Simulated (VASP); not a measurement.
Write the native input for VASP 6.6.1 that does the following.

```
Task                               : single point
Functional                         : PBE-based screened hybrid with 25 % exact exchange
Potentials or basis                : VASP PAW PBE potentials, release 64 (Hg, Te)
Cutoff                             : 520 eV
k mesh                             : 4 × 4 × 4
Occupations                        : fermi-dirac, width 0.05 eV
Spin                               : no spin polarisation
Dipole correction                  : no
Grid for exact exchange (PRECFOCK) : Normal
Share of exact exchange            : 0.25
Further INCAR settings             : ALGO = Normal; EDIFF = 1e-07; NBANDS = 16
Screening parameter                : 0.3 1/Å
```

Crystal: HgTe.

```
CELL_PARAMETERS angstrom
0.00000 3.21450 3.21450
3.21450 0.00000 3.21450
3.21450 3.21450 0.00000
ATOMIC_POSITIONS crystal
Hg 0.00000 0.00000 0.00000
Te 0.75000 0.75000 0.75000
```

These files were run (other wordings do the same):

POSCAR

```
HgTe
1.0
    0.0000000000      3.2145000000      3.2145000000
    3.2145000000      0.0000000000      3.2145000000
    3.2145000000      3.2145000000      0.0000000000
Hg Te
1 1
Direct
    0.0000000000      0.0000000000      0.0000000000
    0.7500000000      0.7500000000      0.7500000000
```

INCAR.step1

```
PREC = Accurate ; ENCUT = 520
EDIFF = 1E-5 ; ISMEAR = -1
SIGMA = 0.05 ; LREAL = False
LASPH = True ; NELM = 80
ALGO = Normal ; ISIF = 2
LWAVE = True ; LCHARG = False
NBANDS = 16 ; GGA = PE
```

INCAR.step2

```
PREC = Accurate ; ENCUT = 520
EDIFF = 1E-7 ; ISMEAR = -1
SIGMA = 0.05 ; LREAL = False
LASPH = True ; NELM = 80
ALGO = Normal ; ISIF = 2
LWAVE = False ; LCHARG = False
GGA = PE ; LHFCALC = True
AEXX = 0.25 ; HFSCREEN = 0.3
PRECFOCK = Normal ; NBANDS = 16
ISTART = 1
```

KPOINTS

```
regular mesh
0
Gamma
  4 4 4
```

Potentials or basis: VASP PAW PBE potentials, release 64 (Hg, Te).

The run is started by

```sh
$ cat potpaw_PBE.64/Hg/POTCAR potpaw_PBE.64/Te/POTCAR > POTCAR
$ cp INCAR.step1 INCAR
$ mpirun -np 1 vasp_std > vasp.out
$ cp INCAR.step2 INCAR
$ mpirun -np 1 vasp_std > vasp.out
```

It gave:

The pressure is 3.6 GPa. The band gap on the k mesh is zero (filled and empty bands touch).

Caveat: the k points lie up to 0.42 Å⁻¹ apart; the PAW data sets were made with another functional, which shifts forces and pressure a little; spin-orbit coupling is left out, which moves the levels of the heavy elements.

It took 22 min on 1 thread of Intel Xeon 8259CL, with other jobs on the host, peak memory 0.32 GiB.
